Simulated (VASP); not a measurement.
# C (P6_3/mmc) in VASP: a series of runs

The runs below take C through single point, with PBE.

The COD entry that gives the cell may itself be a prediction, so a difference from it is no test against experiment.

Program: VASP 6.6.1. These are calculated values, not measurements. Logs are shortened: lines on timing, memory, paths and dates and some standing lists are left out, and cuts for length are marked.

### 1 The cell of the first run

Symmetry: P6_3/mmc, No. 194, hexagonal system. Conventional cell: a = 2.697 Å, b = 2.697 Å, c = 11.808 Å, α = 90.00°, β = 90.00°, γ = 120.00°. C (site symmetry 3m) has 4 C at 1.49 to 1.63 Å within 2.0 Å. C (site symmetry 3m) has 4 C at 1.47 to 1.63 Å within 2.0 Å. C (site symmetry 3m) has 4 C at 1.47 to 1.63 Å within 2.0 Å.

### 2 Single point, PBE

The input, INCAR:

```
SYSTEM = C
PREC = Accurate
ENCUT = 520
EDIFF = 1E-6
ISMEAR = 0
SIGMA = 0.05
LREAL = .False.
LASPH = .True.
NELM = 100
ALGO = Normal
ISIF = 2
LWAVE = .False.
LCHARG = .True.
GGA = PE
LELF = .True.
LVHAR = .True.
NBANDS = 36
```

The input, KPOINTS:

```
regular mesh
0
Gamma
  12 12 2
  0 0 0
```

The input, POSCAR:

```
C
1.0
    2.6970000000      0.0000000000      0.0000000000
   -1.3485000000      2.3356705140      0.0000000000
    0.0000000000      0.0000000000     11.8077000000
C
12
Direct
    0.0000000000      0.0000000000      0.1868593266
    0.0000000000      0.0000000000      0.6868593266
    0.0000000000      0.0000000000      0.3131406734
    0.0000000000      0.0000000000      0.8131406734
    0.3333333333      0.6666666667      0.5207665411
    0.6666666667      0.3333333333      0.0207665411
    0.3333333333      0.6666666667      0.9792334589
    0.6666666667      0.3333333333      0.4792334589
    0.3333333333      0.6666666667      0.6450950823
    0.6666666667      0.3333333333      0.1450950823
    0.3333333333      0.6666666667      0.8549049177
    0.6666666667      0.3333333333      0.3549049177
```

Potentials or basis: VASP PAW PBE potentials, release 64 (C).

Launch:

```sh
cat potpaw_PBE.64/C/POTCAR > POTCAR
mpirun -np 1 vasp_std > vasp.out
```

OUTCAR:

```text
SYSTEM = C
   PREC = Accurate
   ENCUT = 520
   EDIFF = 1E-6
   ISMEAR = 0
   LREAL = .False.
   LASPH = .True.
   NELM = 100
   ISIF = 2
   GGA = PE

 ion  position               nearest neighbor table
   1  0.000  0.000  0.187-   3 1.49  10 1.63  10 1.63  10 1.63
   2  0.000  0.000  0.687-   4 1.49   9 1.63   9 1.63   9 1.63
   3  0.000  0.000  0.313-   1 1.49  12 1.63  12 1.63  12 1.63
   4  0.000  0.000  0.813-   2 1.49  11 1.63  11 1.63  11 1.63
   5  0.333  0.667  0.521-   9 1.47   8 1.63   8 1.63   8 1.63
   6  0.667  0.333  0.021-  10 1.47   7 1.63   7 1.63   7 1.63
   7  0.333  0.667  0.979-  11 1.47   6 1.63   6 1.63   6 1.63
   8  0.667  0.333  0.479-  12 1.47   5 1.63   5 1.63   5 1.63
   9  0.333  0.667  0.645-   5 1.47   2 1.63   2 1.63   2 1.63
  10  0.667  0.333  0.145-   6 1.47   1 1.63   1 1.63   1 1.63
  11  0.333  0.667  0.855-   7 1.47   4 1.63   4 1.63   4 1.63
  12  0.667  0.333  0.355-   8 1.47   3 1.63   3 1.63   3 1.63

  LATTYP: Found a hexagonal cell.
 ALAT       =     2.6970000000
 C/A-ratio  =     4.3780867631

  Lattice vectors:

 A1 = (   2.6970000000,   0.0000000000,   0.0000000000)
 A2 = (  -1.3485000000,   2.3356705140,   0.0000000000)
 A3 = (   0.0000000000,   0.0000000000,  11.8077000000)

Analysis of symmetry for initial positions (statically):
=====================================================================
 Subroutine PRICEL returns:
 Original cell was already a primitive cell.

 Routine SETGRP: Setting up the symmetry group for a
 hexagonal supercell.

 Subroutine GETGRP returns: Found 24 space group operations
 (whereof 12 operations were pure point group operations)
 out of a pool of 24 trial point group operations.

The static configuration has the point symmetry D_3d.
 The point group associated with its full space group is D_6h.

Analysis of symmetry for dynamics (positions and initial velocities):
=====================================================================
 Subroutine PRICEL returns:
 Original cell was already a primitive cell.

 Routine SETGRP: Setting up the symmetry group for a
 hexagonal supercell.

 Subroutine GETGRP returns: Found 24 space group operations
 (whereof 12 operations were pure point group operations)
 out of a pool of 24 trial point group operations.

[... 128 lines left out ...]
   ISYM   =      2    0-nonsym 1-usesym 2-fastsym
   POTIM  = 0.5000    time-step for ionic-motion
   TEBEG  =    0.0;   TEEND  =   0.0 temperature during run
   PSTRESS=    0.0 pullay stress
   NELECT =      48.0000    total number of electrons
   NUPDOWN=      -1.0000    fix difference up-down
   EMIN   =  10.00;   EMAX   =-10.00  energy-range for DOS
   EFERMI =   0.00;   METHOD = LEGACY
   ISMEAR =     0;   SIGMA  =   0.05  broadening in eV -4-tet -1-fermi 0-gaus
   EFERMI_NEDOS =   21; number of points for ismear=-14 and -15
   IALGO  =     38    algorithm
   IMIX   =      4    mixing-type and parameters
     AMIX     =   0.40;   BMIX     =  1.00
     AMIX_MAG =   1.60;   BMIX_MAG =  1.00
  volume/ion in A,a.u.               =       6.20        41.83
  Fermi-wavevector in a.u.,A,eV,Ry     =   1.414716  2.673426 27.230995  2.001422
  Thomas-Fermi vector in A             =   2.536229
   LORBIT       =      0    0 simple, 1 ext, 2 COOP (PROOUT), +10 PAW based schemes
   GGA     = PE    functional components
   LHFCALC =     F    Hartree Fock is set to
   AEXX    =    0.0000 exact exchange contribution
   IVDW    =     0    specifies the selected vdW correction
   LEPSILON=     F    determine dielectric tensor
   LRPA    =     F    only Hartree local field effects (RPA)
 non-spin polarized calculation
 Gauss-broadening in eV      SIGMA  =   0.05
  energy-cutoff  :      520.00
  volume of cell :       74.38
 maximum number of plane-waves:      2040
 NGX is ok and might be reduce to    20
   NGX =  9   NGY =  9   NGZ = 43

 number of electron      47.9999999 magnetization

 Free energy of the ion-electron system (eV)
  ---------------------------------------------------
  ext. energy  EPLUGINS =         0.00000000
  ---------------------------------------------------
  free energy    TOTEN  =      -106.24229678 eV

  energy without entropy =     -106.24229678  energy(sigma->0) =     -106.24229678

 E-fermi :   9.0377     XC(G=0): -12.7981

 val. band max:        8.7480819488   @ k =   0.0000   0.0000   0.0000
 cond. band min:      11.5550888399   @ k =   0.5000   0.0000   0.0000
 fundamental gap:      2.8070068911
 Fermi energy:         9.0376695524

 k-point     1 :       0.0000    0.0000    0.0000
  band No.  band energies     occupation
      1     -11.9040      2.00000
      2     -11.0793      2.00000
      3     -11.0454      2.00000
      4      -8.6000      2.00000
      5      -8.5541      2.00000
      6      -4.9431      2.00000
[... 925 lines left out ...]
     35      18.6162      0.00000
     36      18.6180      0.00000

 [... further k-points ...]

------------------------ aborting loop because EDIFF is reached ----------------------------------------

  FORCE on cell =-STRESS in cart. coord.  units (eV):
  Direction    XX          YY          ZZ          XY          YZ          ZX
  --------------------------------------------------------------------------------------
  -------------------------------------------------------------------------------------
  Total      -29.8040892    -29.8040892     27.4799447      0.0000000      0.0000000      0.0000000
  in kB     -641.9905006   -641.9905006    591.9276148      0.0000000      0.0000000      0.0000000
  external PRESSURE =    -230.6844621 kB  Pullay stress =       0.0000000 kB

 VOLUME and BASIS-vectors are now :
 -----------------------------------------------------------------------------
  energy-cutoff  :      520.00
  volume of cell :       74.38
      direct lattice vectors                 reciprocal lattice vectors
     2.697000000  0.000000000  0.000000000     0.370782351  0.214071290  0.000000000
    -1.348500000  2.335670514  0.000000000     0.000000000  0.428142580  0.000000000
     0.000000000  0.000000000 11.807700000     0.000000000  0.000000000  0.084690499

 POSITION                                       TOTAL-FORCE (eV/Angst)
 -----------------------------------------------------------------------------------
      0.00000      0.00000      2.20638        -0.000000      0.000000     -0.683369
      0.00000      0.00000      8.11023         0.000000     -0.000000     -0.683369
      0.00000      0.00000      3.69747        -0.000000      0.000000      0.683369
      0.00000      0.00000      9.60132        -0.000000      0.000000      0.683369
     -0.00000      1.55711      6.14906         0.000000      0.000000     -0.684685
      1.34850      0.77856      0.24521        -0.000000      0.000000     -0.684685
     -0.00000      1.55711     11.56249         0.000000      0.000000      0.684685
      1.34850      0.77856      5.65864        -0.000000     -0.000000      0.684685
     -0.00000      1.55711      7.61709         0.000000     -0.000000      0.320977
      1.34850      0.77856      1.71324        -0.000000     -0.000000      0.320977
     -0.00000      1.55711     10.09446         0.000000      0.000000     -0.320977
      1.34850      0.77856      4.19061        -0.000000      0.000000     -0.320977
 -----------------------------------------------------------------------------------
    total drift:                               -0.000000      0.000000      0.000000

  FREE ENERGIE OF THE ION-ELECTRON SYSTEM (eV)
  ---------------------------------------------------
  free  energy   TOTEN  =      -106.2422967822 eV

  energy  without entropy=     -106.2422967822  energy(sigma->0) =     -106.24229678
```

OSZICAR:

```text
N       E                     dE             d eps       ncg     rms          rms(c)
DAV:   1     0.124493774091E+03    0.12449E+03   -0.25134E+04  2736   0.129E+03
DAV:   2    -0.997392349542E+02   -0.22423E+03   -0.21079E+03  3528   0.248E+02
DAV:   3    -0.109295241650E+03   -0.95560E+01   -0.94620E+01  3640   0.467E+01
DAV:   4    -0.109437994312E+03   -0.14275E+00   -0.14231E+00  3580   0.581E+00
DAV:   5    -0.109441024149E+03   -0.30298E-02   -0.30264E-02  3520   0.830E-01    0.125E+01
DAV:   6    -0.107028442366E+03    0.24126E+01   -0.16953E+00  3316   0.622E+00    0.741E+00
DAV:   7    -0.106235717762E+03    0.79272E+00   -0.22721E+00  3280   0.736E+00    0.150E+00
DAV:   8    -0.106241764346E+03   -0.60466E-02   -0.11144E-01  3448   0.161E+00    0.155E-01
DAV:   9    -0.106242108552E+03   -0.34421E-03   -0.20160E-03  3628   0.246E-01    0.700E-02
DAV:  10    -0.106242272633E+03   -0.16408E-03   -0.23064E-04  3336   0.832E-02    0.228E-02
DAV:  11    -0.106242294662E+03   -0.22030E-04   -0.21570E-05  3592   0.268E-02    0.518E-03
DAV:  12    -0.106242296147E+03   -0.14849E-05   -0.18749E-06  2872   0.766E-03    0.248E-03
DAV:  13    -0.106242296782E+03   -0.63486E-06   -0.73184E-07  2280   0.531E-03
   1 F= -.10624230E+03 E0= -.10624230E+03  d E =-.529481E-18
```

stdout:

```text
POSCAR found type information on POSCAR C
 POSCAR found :  1 types and      12 ions
 scaLAPACK will be used
 LDA part: xc-table for (Slater+PW92), standard interpolation
 POSCAR, INCAR and KPOINTS ok, starting setup
 FFT: planning ... GRIDC
 FFT: planning ... GRID_SOFT
 FFT: planning ... GRID
 WAVECAR not read
 entering main loop
```

It took 100 s on 1 thread of Intel Xeon 6975P-C (Granite Rapids), shared host; peak memory 0.2 GiB.

Results:

| Item | Value |
| --- | --- |
| Free energy | -106.2423 eV |
| Pressure | -23.1 GPa |
| Largest force | 0.685 eV/Å |
| Band gap on the k mesh | 2.81 eV, indirect (least direct gap 3.81 eV) |

Forces on the atoms (eV/Å):
```
C    0.000  0.000 -0.683
C    0.000  0.000 -0.683
C    0.000  0.000  0.683
C    0.000  0.000  0.683
C    0.000  0.000 -0.685
C    0.000  0.000 -0.685
C    0.000  0.000  0.685
C    0.000  0.000  0.685
C    0.000  0.000  0.321
C    0.000  0.000  0.321
C    0.000  0.000 -0.321
C    0.000  0.000 -0.321
```

Levels at points of the mesh, in eV from the valence-band top:
```tsv
k point	band 21	band 22	band 23	band 24	band 25	band 26	band 27	band 28
(0.00, 0.00, 0.00)	-1.46	-0.71	0.00	0.00	3.81	3.81	4.63	4.64
(0.50, 0.00, 0.00)	-3.87	-3.80	-3.42	-2.20	2.81	3.52	3.79	5.75
(0.00, 0.00, 0.50)	-0.53	-0.53	-0.53	-0.53	4.40	4.40	4.40	4.40
(0.50, 0.00, 0.50)	-3.41	-3.41	-2.71	-2.71	3.02	3.02	4.67	4.67
```

A k mesh can miss the band edges. A hybrid or GW would open this gap; PBE tends to underestimate it.

(Part 1 of 2 ends here.)
